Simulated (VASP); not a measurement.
# CoSi (P2_12_12_1) in VASP: a series of runs

Runs on CoSi. Level: PBEsol. Tasks: single point.

Program: VASP 6.6.1. These are calculated values, not measurements. Logs are shortened: lines on timing, memory, paths and dates and some standing lists are left out, and cuts for length are marked.

**1. The cell of the first run**

The structure is orthorhombic, space group P2_12_12_1 (No. 19). The conventional cell has a = 3.892 Å, b = 4.386 Å, c = 4.879 Å, α = 90.00°, β = 90.00°, γ = 90.00°. Co (site symmetry 1) has 7 Si at 2.09 to 2.61 Å and 6 Co at 2.54 to 2.84 Å within 2.9 Å. Within 2.9 Å of Si (site symmetry 1) lie 7 Co at 2.09 to 2.61 Å and 6 Si at 2.55 to 2.85 Å.

**2. Single point, PBEsol (strain -0.1125 x Voigt [1, -1, 0, 0, 0, 0])**

INCAR reads:

```
ALGO = Normal
EDIFF = 1E-6
ENCUT = 520
GGA = PS
ISIF = 2
ISMEAR = 0
LASPH = True
LCHARG = False
LREAL = False
LWAVE = False
NBANDS = 36
NELM = 60
PREC = Accurate
SIGMA = 0.15
```

KPOINTS reads:

```
k-points
0
Gamma
  10 10 10
```

POSCAR reads:

```
CoSi
1.0
    3.8924201512      0.0000000000      0.0000000000
    0.0000000000      4.8792308938      0.0000000000
    0.0000000000      0.0000000000      4.3858255225
Co Si
4 4
Direct
    0.1456446743      0.1456446743      0.1456446743
    0.3543553257      0.8543553257      0.6456446743
    0.6456446743      0.3543553257      0.8543553257
    0.8543553257      0.6456446743      0.3543553257
    0.8433288496      0.8433288496      0.8433288496
    0.6566711504      0.1566711504      0.3433288496
    0.3433288496      0.6566711504      0.1566711504
    0.1566711504      0.3433288496      0.6566711504
```

Potentials or basis: VASP PAW PBE potentials, release 64 (Co, Si).

Started as:

```bash
$ cat potpaw_PBE.64/Co/POTCAR potpaw_PBE.64/Si/POTCAR > POTCAR
$ mpirun -np 1 vasp_std > vasp.out
```

OUTCAR:

```text
EDIFF = 1E-6
   ENCUT = 520
   GGA = PS
   ISIF = 2
   ISMEAR = 0
   LASPH = True
   LREAL = False
   NELM = 60
   PREC = Accurate

 ion  position               nearest neighbor table
   1  0.146  0.146  0.146-   6 2.09   6 2.17   5 2.31   8 2.35   8 2.44   7 2.51   3 2.54   3 2.54
                             7 2.61   2 2.74   2 2.74   4 2.84   4 2.84
   2  0.354  0.854  0.646-   5 2.09   5 2.17   6 2.31   7 2.35   7 2.44   8 2.51   4 2.54   4 2.54
                             8 2.61   1 2.74   1 2.74   3 2.84   3 2.84
   3  0.646  0.354  0.854-   8 2.09   8 2.17   7 2.31   6 2.35   6 2.44   5 2.51   1 2.54   1 2.54
                             5 2.61   4 2.74   4 2.74   2 2.84   2 2.84
   4  0.854  0.646  0.354-   7 2.09   7 2.17   8 2.31   5 2.35   5 2.44   6 2.51   2 2.54   2 2.54
                             6 2.61   3 2.74   3 2.74   1 2.84   1 2.84
   5  0.843  0.843  0.843-   2 2.09   2 2.17   1 2.31   4 2.35   4 2.44   3 2.51   7 2.55   7 2.55
                             3 2.61   6 2.77   6 2.77   8 2.85   8 2.85
   6  0.657  0.157  0.343-   1 2.09   1 2.17   2 2.31   3 2.35   3 2.44   4 2.51   8 2.55   8 2.55
                             4 2.61   5 2.77   5 2.77   7 2.85   7 2.85
   7  0.343  0.657  0.157-   4 2.09   4 2.17   3 2.31   2 2.35   2 2.44   1 2.51   5 2.55   5 2.55
                             1 2.61   8 2.77   8 2.77   6 2.85   6 2.85
   8  0.157  0.343  0.657-   3 2.09   3 2.17   4 2.31   1 2.35   1 2.44   2 2.51   6 2.55   6 2.55
                             2 2.61   7 2.77   7 2.77   5 2.85   5 2.85

  LATTYP: Found a simple orthorhombic cell.
 ALAT       =     3.8924201512
 B/A-ratio  =     1.1267605634
 C/A-ratio  =     1.2535211268

  Lattice vectors:

 A1 = (  -3.8924201512,   0.0000000000,   0.0000000000)
 A2 = (   0.0000000000,   0.0000000000,   4.3858255225)
 A3 = (   0.0000000000,   4.8792308938,   0.0000000000)

Analysis of symmetry for initial positions (statically):
=====================================================================
 Subroutine PRICEL returns:
 Original cell was already a primitive cell.

 Routine SETGRP: Setting up the symmetry group for a
 simple orthorhombic supercell.

 Subroutine GETGRP returns: Found  4 space group operations
 (whereof  1 operations were pure point group operations)
 out of a pool of  8 trial point group operations.

The static configuration has the point symmetry C_1 .
 The point group associated with its full space group is D_2 .

Analysis of symmetry for dynamics (positions and initial velocities):
=====================================================================
 Subroutine PRICEL returns:
 Original cell was already a primitive cell.

 Routine SETGRP: Setting up the symmetry group for a
 simple orthorhombic supercell.

 Subroutine GETGRP returns: Found  4 space group operations
[... 129 lines left out ...]
   EMIN   =  10.00;   EMAX   =-10.00  energy-range for DOS
   EFERMI =   0.00;   METHOD = LEGACY
   ISMEAR =     0;   SIGMA  =   0.15  broadening in eV -4-tet -1-fermi 0-gaus
   EFERMI_NEDOS =   21; number of points for ismear=-14 and -15
   IALGO  =     38    algorithm
   IMIX   =      4    mixing-type and parameters
     AMIX     =   0.40;   BMIX     =  1.00
     AMIX_MAG =   1.60;   BMIX_MAG =  1.00
  volume/ion in A,a.u.               =      10.41        70.26
  Fermi-wavevector in a.u.,A,eV,Ry     =   1.399164  2.644036 26.635561  1.957659
  Thomas-Fermi vector in A             =   2.522250
   LORBIT       =      0    0 simple, 1 ext, 2 COOP (PROOUT), +10 PAW based schemes
   GGA     = PS    functional components
   LHFCALC =     F    Hartree Fock is set to
   AEXX    =    0.0000 exact exchange contribution
   IVDW    =     0    specifies the selected vdW correction
   LEPSILON=     F    determine dielectric tensor
   LRPA    =     F    only Hartree local field effects (RPA)
 non-spin polarized calculation
 Gauss-broadening in eV      SIGMA  =   0.15
  energy-cutoff  :      520.00
  volume of cell :       83.30
 maximum number of plane-waves:      2266
 NGX is ok and might be reduce to    30
   NGX = 15   NGY = 19   NGZ = 17

 number of electron      51.9999983 magnetization

 Free energy of the ion-electron system (eV)
  ---------------------------------------------------
  ext. energy  EPLUGINS =         0.00000000
  ---------------------------------------------------
  free energy    TOTEN  =       -57.85616194 eV

  energy without entropy =      -57.83332786  energy(sigma->0) =      -57.84474490

 E-fermi :  12.6487     XC(G=0): -13.1711

 val. band max:       12.6472889972   @ k =   0.0000   0.4000   0.5000
 cond. band min:      12.6556119852   @ k =   0.0000   0.0000   0.0000
 fundamental gap:      0.0083229880
 Fermi energy:        12.6487339037

 k-point     1 :       0.0000    0.0000    0.0000
  band No.  band energies     occupation
      1      -1.3489      2.00000
      2       3.2359      2.00000
      3       4.2799      2.00000
      4       4.7400      2.00000
      5       6.7095      2.00000
      6       6.9228      2.00000
[... 925 lines left out ...]
     35      19.6262      0.00000
     36      19.6262      0.00000

 [... further k-points ...]

------------------------ aborting loop because EDIFF is reached ----------------------------------------

  FORCE on cell =-STRESS in cart. coord.  units (eV):
  Direction    XX          YY          ZZ          XY          YZ          ZX
  --------------------------------------------------------------------------------------
  -------------------------------------------------------------------------------------
  Total       28.2672207     -8.1091813      2.7468712      0.0000000      0.0000000      0.0000000
  in kB      543.7149314   -155.9786499     52.8355751      0.0000000      0.0000000      0.0000000
  external PRESSURE =     146.8572855 kB  Pullay stress =       0.0000000 kB

 VOLUME and BASIS-vectors are now :
 -----------------------------------------------------------------------------
  energy-cutoff  :      520.00
  volume of cell :       83.30
      direct lattice vectors                 reciprocal lattice vectors
     3.892420151  0.000000000  0.000000000     0.256909573  0.000000000  0.000000000
     0.000000000  4.879230894  0.000000000     0.000000000  0.204950334  0.000000000
     0.000000000  0.000000000  4.385825523     0.000000000  0.000000000  0.228007246

 POSITION                                       TOTAL-FORCE (eV/Angst)
 -----------------------------------------------------------------------------------
      0.56691      0.71063      0.63877         0.401418     -0.372035     -0.521521
      1.37930      4.16860      2.83168        -0.401418      0.372035     -0.521521
      2.51312      1.72898      3.74705         0.401418      0.372035      0.521521
      3.32551      3.15025      1.55414        -0.401418     -0.372035      0.521521
      3.28259      4.11480      3.69869         0.395434     -0.143013      0.806909
      2.55604      0.76443      1.50578        -0.395434      0.143013      0.806909
      1.33638      3.20405      0.68713         0.395434      0.143013     -0.806909
      0.60983      1.67518      2.88005        -0.395434     -0.143013     -0.806909
 -----------------------------------------------------------------------------------
    total drift:                               -0.000000     -0.000000     -0.000000

  FREE ENERGIE OF THE ION-ELECTRON SYSTEM (eV)
  ---------------------------------------------------
  free  energy   TOTEN  =       -57.8561619383 eV

  energy  without entropy=      -57.8333278588  energy(sigma->0) =      -57.84474490
```

Run time: 4.3 min. Hardware: 1 thread of AMD EPYC 9R45 (Zen 5), shared host; peak memory 0.52 GiB.

Results:

| Quantity | Value |
| --- | --- |
| Free energy | -57.8562 eV |
| Pressure | 14.7 GPa |
| Largest force | 0.910 eV/Å |
| Band gap on the k mesh | zero (bands 26 and 27 overlap by 0.40 eV) |

Forces on the atoms (eV/Å):
```
Co   0.401 -0.372 -0.522
Co  -0.401  0.372 -0.522
Co   0.401  0.372  0.522
Co  -0.401 -0.372  0.522
Si   0.395 -0.143  0.807
Si  -0.395  0.143  0.807
Si   0.395  0.143 -0.807
Si  -0.395 -0.143 -0.807
```

Stress tensor (GPa, compression positive):
```
 54.37   0.00   0.00
  0.00 -15.60   0.00
  0.00   0.00   5.28
```

Caveat: the cell differs from its parent crystal (strain -0.1125 x Voigt [1, -1, 0, 0, 0, 0]); the stress differs along the axes, from -16 to 54 GPa; the PAW data sets were made with another functional, which shifts forces and pressure a little. Spin polarisation is off, so any magnetic state and its effect on volume and gap are missing.

**3. Single point, PBEsol (strain -0.0750 x Voigt [1, -1, 0, 0, 0, 0])**

INCAR reads:

```
SYSTEM = CoSi
PREC = Accurate ; ENCUT = 520
EDIFF = 1E-6 ; ISMEAR = 0
SIGMA = 0.15 ; LREAL = .FALSE.
LASPH = .TRUE. ; NELM = 100
ALGO = Normal ; ISIF = 2
LWAVE = .FALSE. ; LCHARG = .FALSE.
GGA = PS ; NBANDS = 36
```

KPOINTS reads:

```
Automatic mesh
0
G
  10 10 10
  0 0 0
```

Edit POSCAR of step 2 so:

```diff
@@ -2,4 +2,4 @@
 1.0
-    3.8924201512      0.0000000000      0.0000000000
-    0.0000000000      4.8792308938      0.0000000000
+    4.0568886083      0.0000000000      0.0000000000
+    0.0000000000      4.7147624367      0.0000000000
     0.0000000000      0.0000000000      4.3858255225
```

Potentials or basis: VASP PAW PBE potentials, release 64 (Co, Si).

Started as:

```bash
$ cat potpaw_PBE.64/Co/POTCAR potpaw_PBE.64/Si/POTCAR > POTCAR
$ mpirun -np 1 vasp_std > vasp.out
```

OUTCAR:

```text
SYSTEM = CoSi
   PREC = Accurate
   ENCUT = 520
   EDIFF = 1E-6
   ISMEAR = 0
   LREAL = .FALSE.
   LASPH = .TRUE.
   NELM = 100
   ISIF = 2
   GGA = PS

 ion  position               nearest neighbor table
   1  0.146  0.146  0.146-   6 2.17   6 2.25   5 2.30   8 2.34   8 2.43   7 2.44   7 2.54   3 2.59
                             3 2.59   2 2.72   2 2.72   4 2.79   4 2.79
   2  0.354  0.854  0.646-   5 2.17   5 2.25   6 2.30   7 2.34   7 2.43   8 2.44   8 2.54   4 2.59
                             4 2.59   1 2.72   1 2.72   3 2.79   3 2.79
   3  0.646  0.354  0.854-   8 2.17   8 2.25   7 2.30   6 2.34   6 2.43   5 2.44   5 2.54   1 2.59
                             1 2.59   4 2.72   4 2.72   2 2.79   2 2.79
   4  0.854  0.646  0.354-   7 2.17   7 2.25   8 2.30   5 2.34   5 2.43   6 2.44   6 2.54   2 2.59
                             2 2.59   3 2.72   3 2.72   1 2.79   1 2.79
   5  0.843  0.843  0.843-   2 2.17   2 2.25   1 2.30   4 2.34   4 2.43   3 2.44   3 2.54   7 2.60
                             7 2.60   6 2.75   6 2.75   8 2.80   8 2.80
   6  0.657  0.157  0.343-   1 2.17   1 2.25   2 2.30   3 2.34   3 2.43   4 2.44   4 2.54   8 2.60
                             8 2.60   5 2.75   5 2.75   7 2.80   7 2.80
   7  0.343  0.657  0.157-   4 2.17   4 2.25   3 2.30   2 2.34   2 2.43   1 2.44   1 2.54   5 2.60
                             5 2.60   8 2.75   8 2.75   6 2.80   6 2.80
   8  0.157  0.343  0.657-   3 2.17   3 2.25   4 2.30   1 2.34   1 2.43   2 2.44   2 2.54   6 2.60
                             6 2.60   7 2.75   7 2.75   5 2.80   5 2.80

  LATTYP: Found a simple orthorhombic cell.
 ALAT       =     4.0568886083
 B/A-ratio  =     1.0810810811
 C/A-ratio  =     1.1621621622

  Lattice vectors:

 A1 = (  -4.0568886083,   0.0000000000,   0.0000000000)
 A2 = (   0.0000000000,   0.0000000000,   4.3858255225)
 A3 = (   0.0000000000,   4.7147624367,   0.0000000000)

Analysis of symmetry for initial positions (statically):
=====================================================================
 Subroutine PRICEL returns:
 Original cell was already a primitive cell.

 Routine SETGRP: Setting up the symmetry group for a
 simple orthorhombic supercell.

 Subroutine GETGRP returns: Found  4 space group operations
 (whereof  1 operations were pure point group operations)
 out of a pool of  8 trial point group operations.

The static configuration has the point symmetry C_1 .
 The point group associated with its full space group is D_2 .

Analysis of symmetry for dynamics (positions and initial velocities):
=====================================================================
 Subroutine PRICEL returns:
 Original cell was already a primitive cell.

 Routine SETGRP: Setting up the symmetry group for a
 simple orthorhombic supercell.

 Subroutine GETGRP returns: Found  4 space group operations
 (whereof  1 operations were pure point group operations)
 out of a pool of  8 trial point group operations.

The dynamic configuration has the point symmetry C_1 .
 The point group associated with its full space group is D_2 .

 Subroutine INISYM returns: Found  4 space group operations
 (whereof  1 operations are pure point group operations),
 and found     1 'primitive' translations

----------------------------------------------------------------------------------------

                                     Primitive cell

  volume of cell :      83.8889

  direct lattice vectors                    reciprocal lattice vectors
     4.056888608  0.000000000  0.000000000     0.246494320  0.000000000  0.000000000
     0.000000000  4.714762437  0.000000000     0.000000000  0.212099764  0.000000000
     0.000000000  0.000000000  4.385825523     0.000000000  0.000000000  0.228007246

  length of vectors
[... 82 lines left out ...]
   NGX,Y,Z   is equivalent  to a cutoff of  12.29, 12.69, 13.65 a.u.
   NGXF,Y,Z  is equivalent  to a cutoff of  24.59, 25.39, 27.29 a.u.
 SYSTEM =  CoSi
   PREC   = accura    normal or accurate (medium, high low for compatibility)
   ISTART =      0    job   : 0-new  1-cont  2-samecut
   ICHARG =      2    charge: 1-file 2-atom 10-const
   ISPIN  =      1    spin polarized calculation?
   LNONCOLLINEAR =      F non collinear calculations
   LSORBIT =      F    spin-orbit coupling
   LASPH  =      T    aspherical Exc in radial PAW
   ENCUT  =  520.0 eV  38.22 Ry    6.18 a.u.   7.54  8.77  8.15*2*pi/ulx,y,z
   NELM   =    100;   NELMIN=  2; NELMDL= -5     # of ELM steps
   EDIFF  = 0.1E-05   stopping-criterion for ELM
   LREAL  =      F    real-space projection
   EDIFFG = 0.1E-04   stopping-criterion for IOM
   NSW    =      0    number of steps for IOM
   IBRION =     -1    ionic relax: 0-MD 1-quasi-New 2-CG
   NFREE  =      0    steps in history (QN), initial steepest desc. (CG)
   ISIF   =      2    stress and relaxation
   ISYM   =      2    0-nonsym 1-usesym 2-fastsym
   POTIM  = 0.5000    time-step for ionic-motion
   TEBEG  =    0.0;   TEEND  =   0.0 temperature during run
   PSTRESS=    0.0 pullay stress
   NELECT =      52.0000    total number of electrons
   NUPDOWN=      -1.0000    fix difference up-down
   EMIN   =  10.00;   EMAX   =-10.00  energy-range for DOS
   EFERMI =   0.00;   METHOD = LEGACY
   ISMEAR =     0;   SIGMA  =   0.15  broadening in eV -4-tet -1-fermi 0-gaus
   EFERMI_NEDOS =   21; number of points for ismear=-14 and -15
   IALGO  =     38    algorithm
   IMIX   =      4    mixing-type and parameters
     AMIX     =   0.40;   BMIX     =  1.00
     AMIX_MAG =   1.60;   BMIX_MAG =  1.00
  volume/ion in A,a.u.               =      10.49        70.76
  Fermi-wavevector in a.u.,A,eV,Ry     =   1.395858  2.637789 26.509852  1.948419
  Thomas-Fermi vector in A             =   2.519269
   LORBIT       =      0    0 simple, 1 ext, 2 COOP (PROOUT), +10 PAW based schemes
   GGA     = PS    functional components
   LHFCALC =     F    Hartree Fock is set to
   AEXX    =    0.0000 exact exchange contribution
   IVDW    =     0    specifies the selected vdW correction
   LEPSILON=     F    determine dielectric tensor
   LRPA    =     F    only Hartree local field effects (RPA)
 non-spin polarized calculation
 Gauss-broadening in eV      SIGMA  =   0.15
  energy-cutoff  :      520.00
  volume of cell :       83.89
 maximum number of plane-waves:      2282
   NGX = 15   NGY = 17   NGZ = 17

 number of electron      51.9999997 magnetization

 Free energy of the ion-electron system (eV)
  ---------------------------------------------------
  ext. energy  EPLUGINS =         0.00000000
  ---------------------------------------------------
  free energy    TOTEN  =       -59.01293496 eV

  energy without entropy =      -58.99456425  energy(sigma->0) =      -59.00374961

 E-fermi :  12.5567     XC(G=0): -13.1481

 val. band max:       12.5543238336   @ k =   0.0000   0.0000   0.0000
 cond. band min:      12.5723137422   @ k =   0.4000   0.4000   0.4000
 fundamental gap:      0.0179899086
 Fermi energy:        12.5567196426

 k-point     1 :       0.0000    0.0000    0.0000
  band No.  band energies     occupation
      1      -1.4080      2.00000
      2       3.5264      2.00000
      3       4.2856      2.00000
      4       4.5567      2.00000
      5       6.7392      2.00000
      6       6.8176      2.00000
[... 925 lines left out ...]
     35      19.6957      0.00000
     36      19.6957      0.00000

 [... further k-points ...]

------------------------ aborting loop because EDIFF is reached ----------------------------------------

  FORCE on cell =-STRESS in cart. coord.  units (eV):
  Direction    XX          YY          ZZ          XY          YZ          ZX
  --------------------------------------------------------------------------------------
  -------------------------------------------------------------------------------------
  Total       15.6893623     -6.7008718      1.0952331      0.0000000      0.0000000      0.0000000
  in kB      299.6481668   -127.9786856     20.9176496      0.0000000      0.0000000      0.0000000
  external PRESSURE =      64.1957103 kB  Pullay stress =       0.0000000 kB

 VOLUME and BASIS-vectors are now :
 -----------------------------------------------------------------------------
  energy-cutoff  :      520.00
  volume of cell :       83.89
      direct lattice vectors                 reciprocal lattice vectors
     4.056888608  0.000000000  0.000000000     0.246494320  0.000000000  0.000000000
     0.000000000  4.714762437  0.000000000     0.000000000  0.212099764  0.000000000
     0.000000000  0.000000000  4.385825523     0.000000000  0.000000000  0.228007246

 POSITION                                       TOTAL-FORCE (eV/Angst)
 -----------------------------------------------------------------------------------
      0.59086      0.68668      0.63877         0.193492     -0.216111     -0.170787
      1.43758      4.02808      2.83168        -0.193492      0.216111     -0.170787
      2.61931      1.67070      3.74705         0.193492      0.216111      0.170787
      3.46602      3.04406      1.55414        -0.193492     -0.216111      0.170787
      3.42129      3.97610      3.69869         0.227118     -0.126997      0.343638
      2.66404      0.73867      1.50578        -0.227118      0.126997      0.343638
      1.39285      3.09605      0.68713         0.227118      0.126997     -0.343638
      0.63560      1.61871      2.88005        -0.227118     -0.126997     -0.343638
 -----------------------------------------------------------------------------------
    total drift:                                0.000000     -0.000000     -0.000000

  FREE ENERGIE OF THE ION-ELECTRON SYSTEM (eV)
  ---------------------------------------------------
  free  energy   TOTEN  =       -59.0129349632 eV

  energy  without entropy=      -58.9945642506  energy(sigma->0) =      -59.00374961
```

Wall time 4.3 min (1 thread of AMD EPYC 9R45 (Zen 5), shared host); peak memory 0.53 GiB.

Results:

| Quantity | Value |
| --- | --- |
| Free energy | -59.0129 eV |
| Pressure | 6.4 GPa |
| Largest force | 0.431 eV/Å |
| Band gap on the k mesh | zero (bands 26 and 27 overlap by 0.26 eV) |

Forces in eV/Å, atoms in the order of the input:
```
Co   0.193 -0.216 -0.171
Co  -0.193  0.216 -0.171
Co   0.193  0.216  0.171
Co  -0.193 -0.216  0.171
Si   0.227 -0.127  0.344
Si  -0.227  0.127  0.344
Si   0.227  0.127 -0.344
Si  -0.227 -0.127 -0.344
```

Stress tensor (GPa, compression positive):
```
 29.96   0.00   0.00
  0.00 -12.80   0.00
  0.00   0.00   2.09
```

Caveat: the cell differs from its parent crystal (strain -0.0750 x Voigt [1, -1, 0, 0, 0, 0]); the stress differs along the axes, from -13 to 30 GPa; the PAW data sets were made with another functional, which shifts forces and pressure a little.
